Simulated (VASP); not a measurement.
A run of VASP 6.6.1 is set up as follows.

The input INCAR:

```
SYSTEM = AlFe
  PREC = Accurate
  ENCUT = 520
  EDIFF = 1E-7
  ISMEAR = -1
  SIGMA = 0.1
  LREAL = .FALSE.
  LASPH = .TRUE.
  NELM = 100
  ALGO = Normal
  ISIF = 2
  LWAVE = .FALSE.
  LCHARG = .TRUE.
  GGA = PE
  LELF = .TRUE.
  LVHAR = .TRUE.
  NBANDS = 12
```

File KPOINTS:

```
Automatic mesh
0
G
  11 11 11
  0 0 0
```

The input POSCAR:

```
AlFe
1.0
    2.9577133983      0.0000000000      0.0000000000
    0.0000000000      2.9577133983      0.0000000000
    0.0000000000      0.0000000000      2.9577133983
Al Fe
1 1
Direct
    0.0000000000      0.0000000000      0.0000000000
    0.5000000000      0.5000000000      0.5000000000
```

Potentials or basis: VASP PAW PBE potentials, release 64 (Al, Fe).

Command:

```sh
$ cat potpaw_PBE.64/Al/POTCAR potpaw_PBE.64/Fe/POTCAR > POTCAR
$ mpirun -np 1 vasp_std > vasp.out
```

What does it give for the pressure?

-13.2 GPa.

 Spin polarisation is off, so any magnetic state and its effect on volume and gap are missing.
